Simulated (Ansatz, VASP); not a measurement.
**Ti in VASP and in Ansatz**

```
CELL_PARAMETERS angstrom
2.90048 0.00000 0.00000
0.00000 4.59092 0.00000
0.00000 0.00000 28.39672
ATOMIC_POSITIONS crystal
Ti 0.00000 0.75000 0.26720
Ti 0.50000 0.25000 0.29596
Ti 0.50000 0.75000 0.35171
Ti 0.00000 0.25000 0.38245
Ti 0.00000 0.75000 0.44050
Ti 0.50000 0.25000 0.47053
Ti 0.50000 0.75000 0.52947
Ti 0.00000 0.25000 0.55950
Ti 0.00000 0.75000 0.61755
Ti 0.50000 0.25000 0.64829
Ti 0.50000 0.75000 0.70404
Ti 0.00000 0.25000 0.73280
```

Alike in both runs: functional PBEsol; k mesh 12 × 8 × 1; occupations gaussian, width 0.1 eV; no spin polarisation.

Ansatz relaxed the structure, and its values are those at the end. VASP's run is a single point on that final structure, the one shown.

|  | VASP | Ansatz |
| --- | --- | --- |
| version | VASP 6.6.1 | Ansatz 0.2.0 |
| potentials or method | VASP PAW PBE potentials, release 64 (Ti_sv), cutoff 520 eV | scalar-relativistic, plane waves, PAW |
| valence electrons in the cell | 144 | 144 |

```csv
,VASP,Ansatz,Ansatz less VASP
gap on the k mesh at the Fermi level (eV),none,none,-
rms of the force components (eV/Å),0.009,0.005,-0.0038
```

VASP's potentials were made for PBE, not for PBEsol. A gap of «none» marks a metal or a gap that the smearing closes. Ansatz's warnings: xc potential rough in thin density.
